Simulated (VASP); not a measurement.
Write the native input for VASP 6.6.1 that does the following.

```yaml
Task: single point
Functional: PBE
Potentials_or_basis: VASP PAW PBE potentials, release 64 (Mo_sv)
Cutoff: 520 eV
k_mesh: 18 × 18 × 18
Occupations: gaussian, width 0.1 eV
Spin: no spin polarisation
Dipole_correction: no
Further_INCAR_settings: ALGO = Fast; EDIFF = 1e-06; NBANDS = 13
```

The structure of Mo lies in POSCAR:

```
Mo
1.0
   -1.5762344865      1.5762344865      1.5762344865
    1.5762344865     -1.5762344865      1.5762344865
    1.5762344865      1.5762344865     -1.5762344865
Mo
1
Direct
    0.0000000000      0.0000000000      0.0000000000
```

The input as run:

INCAR

```
  ALGO = Fast
  EDIFF = 1E-6
  ENCUT = 520
  GGA = PE
  ISIF = 2
  ISMEAR = 0
  LASPH = T
  LCHARG = T
  LELF = T
  LREAL = F
  LVHAR = T
  LWAVE = F
  NBANDS = 13
  NELM = 100
  PREC = Accurate
  SIGMA = 0.1
```

KPOINTS

```
k-points
0
Gamma
  18 18 18
```

Potentials or basis: VASP PAW PBE potentials, release 64 (Mo_sv).

Launch:

```bash
$ cat potpaw_PBE.64/Mo_sv/POTCAR > POTCAR
$ mpirun -np 1 vasp_std > vasp.out
```

It gave:

| Quantity | Value |
| --- | --- |
| Pressure | 2.5 GPa |
| Band gap on the k mesh | zero (band 7 reaches 16.53 eV, above the bottom of band 8 at 11.20 eV) |

Run time: 24 s on 1 thread of Intel(R) Xeon(R) Platinum 8259CL CPU @ 2.50GHz (Skylake/Cascade Lake), on a shared host, peak memory 0.15 GiB.
